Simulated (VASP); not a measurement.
# Sn (Im-3m) in VASP: further runs, part 2 of 2

VASP 6.6.1.

## Step 5: Relaxation of cell and atoms, PBE+D4

This run uses another cell than the first one, of 27.20 Å³/atom, 0.986 times its volume.

The input, INCAR:

```
SYSTEM = Sn
  ALGO = Normal
  EDIFF = 1E-7
  EDIFFG = -0.02
  ENCUT = 600
  GGA = PE
  IBRION = 2
  ISIF = 3
  ISMEAR = -1
  IVDW = 13
  LASPH = .TRUE.
  LCHARG = .FALSE.
  LREAL = .FALSE.
  LWAVE = .FALSE.
  NELM = 60
  NSW = 80
  PREC = Accurate
  SIGMA = 0.05
```

The input, KPOINTS:

```
k-points
0
G
  10 10 10
  0 0 0
```

The input, POSCAR:

```
Sn
1.0
   -1.8946518192      1.8946518192      1.8946518192
    1.8946518192     -1.8946518192      1.8946518192
    1.8946518192      1.8946518192     -1.8946518192
Sn
1
Direct
    0.0000000000      0.0000000000      0.0000000000
```

Launch:

```console
cat potpaw_PBE.64/Sn_d/POTCAR > POTCAR
mpirun -np 1 vasp_std > vasp.out
```

Run time: 66 s. Hardware: 1 thread of Intel Xeon 8259CL, shared host; peak memory 0.17 GiB.

Results (log left out):

```yaml
Free_energy: -4.1888 eV
Relaxed_volume: 26.23 Å³/atom
Relaxed_cell: a = 3.242 Å, b = 3.242 Å, c = 3.242 Å, α = 109.47°, β = 109.47°, γ = 109.47°
Space_group_after_relaxing_to_0.05_Å: Im-3m (No. 229)
Energy_gained_by_relaxing: 5.3 meV/atom
Ionic_steps: 3
Pressure_after_relaxing: 0.0 GPa
Band_gap_on_the_k_mesh: zero (band 7 reaches 16.83 eV, above the bottom of band 8 at 6.14 eV)
Dispersion_energy_per_atom: -0.436 eV
```

The path:
| step | energy change (eV) | largest force (eV/Å) | pressure (GPa) | volume (Å³) |
| --- | --- | --- | --- | --- |
| 1 | 0.0000 | 0.0000 | -1.68 | 27.20 |
| 2 | -0.0052 | 0.0000 | 0.28 | 26.09 |
| 3 | -0.0053 | 0.0000 | 0.01 | 26.23 |

Final structure:
```cif
data_structure
_symmetry_space_group_name_H-M 'P 1'
_symmetry_Int_Tables_number 1
_cell_length_a 3.2421
_cell_length_b 3.2421
_cell_length_c 3.2421
_cell_angle_alpha 109.471
_cell_angle_beta 109.471
_cell_angle_gamma 109.471
_cell_volume 26.23
loop_
_atom_site_label
_atom_site_type_symbol
_atom_site_fract_x
_atom_site_fract_y
_atom_site_fract_z
_atom_site_occupancy
Sn1 Sn 0.00000 0.00000 0.00000 1
```

Levels at points of the mesh, in eV from the Fermi level:
```csv
k point,band 5,band 6,band 7,band 8,band 9,band 10
"(0.00, 0.00, 0.00)",-21.42,-11.33,8.32,8.32,8.32,12.21
"(0.50, 0.00, 0.00)",-21.33,-6.43,-4.59,3.75,5.59,8.18
"(0.50, 0.50, 0.50)",-21.35,-2.24,-0.50,-0.50,-0.50,3.84
```

Caveat: spin-orbit coupling is left out, which moves the levels of the heavy elements; pairwise dispersion overbinds metals, which lowers pressure and volume.

## Step 6: Single point, HSE06

This run uses another cell than the first one, of 26.66 Å³/atom, 0.967 times its volume.

The input, POSCAR:

```
Sn
1.0
   -1.8819356520      1.8819356520      1.8819356520
    1.8819356520     -1.8819356520      1.8819356520
    1.8819356520      1.8819356520     -1.8819356520
Sn
1
Direct
    0.0000000000      0.0000000000      0.0000000000
```

The input, INCAR.step1:

```
SYSTEM = Sn
PREC = Accurate ; ENCUT = 520
EDIFF = 1E-5 ; ISMEAR = -1
SIGMA = 0.05 ; LREAL = .FALSE.
LASPH = .TRUE. ; NELM = 60
ALGO = Normal ; ISIF = 2
LWAVE = .TRUE. ; GGA = PE
NBANDS = 13
```

The input, INCAR.step2:

```
SYSTEM = Sn
PREC = Accurate ; ENCUT = 520
EDIFF = 1E-6 ; ISMEAR = -1
SIGMA = 0.05 ; LREAL = .FALSE.
LASPH = .TRUE. ; NELM = 60
ALGO = Normal ; ISIF = 2
LWAVE = .FALSE. ; LCHARG = .TRUE.
GGA = PE ; LHFCALC = .TRUE.
HFSCREEN = 0.2079 ; PRECFOCK = Normal
LELF = .TRUE. ; LVHAR = .TRUE.
ISTART = 1 ; NBANDS = 13
```

The input, KPOINTS:

```
regular mesh
0
G
  6 6 6
  0 0 0
```

Potentials or basis: VASP PAW PBE potentials, release 64 (Sn_d).

Launch:

```console
cat potpaw_PBE.64/Sn_d/POTCAR > POTCAR
cp INCAR.step1 INCAR
mpirun -np 1 vasp_std > vasp.out
cp INCAR.step2 INCAR
mpirun -np 1 vasp_std > vasp.out
```

OUTCAR:

```text
SYSTEM = Sn
   PREC = Accurate
   ENCUT = 520
   EDIFF = 1E-6
   ISMEAR = -1
   LREAL = .FALSE.
   LASPH = .TRUE.
   NELM = 60
   ISIF = 2
   GGA = PE
   LHFCALC = .TRUE.
   HFSCREEN = 0.2079
   PRECFOCK = Normal
   ISTART = 1

 ion  position               nearest neighbor table
   1  0.000  0.000  0.000-

  LATTYP: Found a body centered cubic cell.
 ALAT       =     3.7638713040

[... 433 lines left out ...]
      9       7.7122      2.00000
     10      12.3690      0.00000
     11      12.3690      0.00000
     12      27.7483      0.00000
     13      30.5497      0.00000

------------------------ aborting loop because EDIFF is reached ----------------------------------------

  FORCE on cell =-STRESS in cart. coord.  units (eV):
  Direction    XX          YY          ZZ          XY          YZ          ZX
  --------------------------------------------------------------------------------------
  -------------------------------------------------------------------------------------
  Total        0.0458889      0.0458889      0.0458889     -0.0000000     -0.0000000      0.0000000
  in kB        2.7576833      2.7576833      2.7576833     -0.0000000     -0.0000000      0.0000000
  external PRESSURE =       2.7576833 kB  Pullay stress =       0.0000000 kB

 VOLUME and BASIS-vectors are now :
 -----------------------------------------------------------------------------
  energy-cutoff  :      520.00
  volume of cell :       26.66
      direct lattice vectors                 reciprocal lattice vectors
    -1.881935652  1.881935652  1.881935652     0.000000000  0.265683898  0.265683898
     1.881935652 -1.881935652  1.881935652     0.265683898  0.000000000  0.265683898
     1.881935652  1.881935652 -1.881935652     0.265683898  0.265683898  0.000000000

 POSITION                                       TOTAL-FORCE (eV/Angst)
 -----------------------------------------------------------------------------------
      0.00000      0.00000      0.00000         0.000000     -0.000000      0.000000
 -----------------------------------------------------------------------------------
    total drift:                               -0.000000     -0.000000     -0.000000

  FREE ENERGIE OF THE ION-ELECTRON SYSTEM (eV)
  ---------------------------------------------------
  free  energy   TOTEN  =        -4.3839317532 eV

  energy  without entropy=       -4.3808065901  energy(sigma->0) =       -4.38236917
```

OSZICAR.step1:

```text
N       E                     dE             d eps       ncg     rms          rms(c)
DAV:   1     0.798657900961E+02    0.79866E+02   -0.71920E+03   436   0.165E+03
DAV:   2     0.165310018950E+01   -0.78213E+02   -0.75911E+02   461   0.335E+02
DAV:   3    -0.368970323071E+01   -0.53428E+01   -0.53322E+01   489   0.712E+01
DAV:   4    -0.380650240803E+01   -0.11680E+00   -0.11678E+00   496   0.112E+01
DAV:   5    -0.381077557222E+01   -0.42732E-02   -0.42731E-02   556   0.212E+00    0.138E+00
DAV:   6    -0.380078524559E+01    0.99903E-02   -0.10463E-02   516   0.179E+00    0.764E-01
DAV:   7    -0.379746339024E+01    0.33219E-02   -0.67612E-03   516   0.137E+00    0.102E-01
DAV:   8    -0.379732985816E+01    0.13353E-03   -0.64618E-04   516   0.425E-01    0.235E-02
DAV:   9    -0.379732975021E+01    0.10796E-06   -0.87628E-06   361   0.416E-02
   1 F= -.37973298E+01 E0= -.37957661E+01  d E =-.312722E-02
```

It took 35 min on 1 thread of Oxide Virtual Turin-like, shared host; peak memory 0.22 GiB.

What came out:

* Free energy: -4.3839 eV
* Pressure: 0.3 GPa
* Band gap on the k mesh: zero (band 7 reaches 17.32 eV, above the bottom of band 8 at 5.40 eV)

Levels at points of the mesh, in eV from the Fermi level:
| k point | band 4 | band 5 | band 6 | band 7 | band 8 | band 9 | band 10 | band 11 |
| --- | --- | --- | --- | --- | --- | --- | --- | --- |
| (0.00, 0.00, 0.00) | -23.92 | -23.92 | -12.79 | 8.89 | 8.89 | 8.89 | 12.81 | 12.81 |
| (0.50, 0.00, 0.00) | -23.93 | -23.83 | -7.32 | -5.32 | 4.01 | 5.99 | 8.53 | 8.72 |
| (0.50, 0.50, 0.50) | -23.85 | -23.85 | -2.53 | -0.72 | -0.72 | -0.72 | 3.94 | 3.94 |

Caveat: the k points lie up to 0.39 Å⁻¹ apart; the PAW data sets were made with another functional, which shifts forces and pressure a little; spin-orbit coupling is left out, which moves the levels of the heavy elements.

## Step 7: Summary

| task | level | cell | k mesh | cutoff (eV) | grid for exact exchange (PRECFOCK) | screening parameter | gap on the mesh (eV) | pressure (GPa) | relaxed volume (Å³/atom) |
| --- | --- | --- | --- | --- | --- | --- | --- | --- | --- |
| single point | PBE | a = 3.297 Å, angles 109.5°, 1 atom | 10 × 10 × 10 | 520 | - | - | none | 0.0 | - |
| relaxation of cell and atoms | PBE | relaxed from a = 3.282 Å, angles 109.5°, 1 atom | 10 × 10 × 10 | 600 | - | - | none | -0.1 | 27.65 |
| relaxation of cell and atoms | PBE+D3(BJ) | relaxed from a = 3.282 Å, angles 109.5°, 1 atom | 10 × 10 × 10 | 600 | - | - | none | 0.0 | 26.26 |
| relaxation of cell and atoms | PBE+D4 | relaxed from a = 3.282 Å, angles 109.5°, 1 atom | 10 × 10 × 10 | 600 | - | - | none | 0.0 | 26.23 |
| single point | HSE06 | a = 3.260 Å, angles 109.5°, 1 atom | 6 × 6 × 6 | 520 | Normal | 0.2079 1/Å | none | 0.3 | - |

Alike in all rows: potentials or basis VASP PAW PBE potentials, release 64 (Sn_d); no spin polarisation; smearing fermi-dirac 0.05 eV.

Caveats: some runs use coarse meshes; spin-orbit coupling is left out, which moves the levels of the heavy elements; pairwise dispersion overbinds metals, which lowers pressure and volume (some runs); the PAW data sets were made with another functional, which shifts forces and pressure a little (some runs).

Total energies depend on the potentials used, so only differences within one code and one set of settings carry meaning.
